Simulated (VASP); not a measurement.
Wanted: the native input for a VASP 6.6.1 run.

```
Task                   : single point
Functional             : LDA
Potentials or basis    : VASP PAW LDA potentials, release 64 (Al, Cu)
Cutoff                 : 520 eV
k mesh                 : 12 × 12 × 8
Occupations            : gaussian, width 0.15 eV
Spin                   : no spin polarisation
Dipole correction      : no
Further INCAR settings : ALGO = Fast; EDIFF = 1e-07; NBANDS = 24
```

The structure of Al3Cu2 lies in POSCAR:

```
Al3Cu2
1.0
    3.9610147888      0.0000000000      0.0000000000
   -1.9805073944      3.4303394319      0.0000000000
    0.0000000000      0.0000000000      5.1618512506
Al Cu
3 2
Direct
    0.0000000000      0.0000000000      0.0000000000
    0.3455697567      0.6666666667      0.3508928116
    0.6544302433      0.3333333333      0.6491071884
    0.3130163276      0.6666666667      0.8415870660
    0.6869836724      0.3333333333      0.1584129340
```

This cell differs from its parent crystal: atoms displaced along a vibrational mode, the cell strained.

The input as run:

INCAR

```
ALGO = Fast
EDIFF = 1E-7
ENCUT = 520
ISIF = 2
ISMEAR = 0
LASPH = True
LCHARG = False
LREAL = False
LWAVE = False
NBANDS = 24
NELM = 60
PREC = Accurate
SIGMA = 0.15
```

KPOINTS

```
k-points
0
Gamma
  12 12 8
```

Potentials or basis: VASP PAW LDA potentials, release 64 (Al, Cu).

Launch:

```bash
$ cat potpaw_LDA.64/Al/POTCAR potpaw_LDA.64/Cu/POTCAR > POTCAR
$ mpirun -np 1 vasp_std > vasp.out
```

It gave:

| Property | Result |
| --- | --- |
| Pressure | 1.7 GPa |
| Largest force | 0.485 eV/Å |
| Band gap on the k mesh | zero (an odd number of electrons rules out a gap without spin polarisation) |

Caveat: the cell differs from its parent crystal (atoms displaced along a vibrational mode, the cell strained).

Wall time 12 min on 1 thread of Intel(R) Xeon(R) 6975P-C (Granite Rapids) (shared host), peak memory 0.81 GiB.
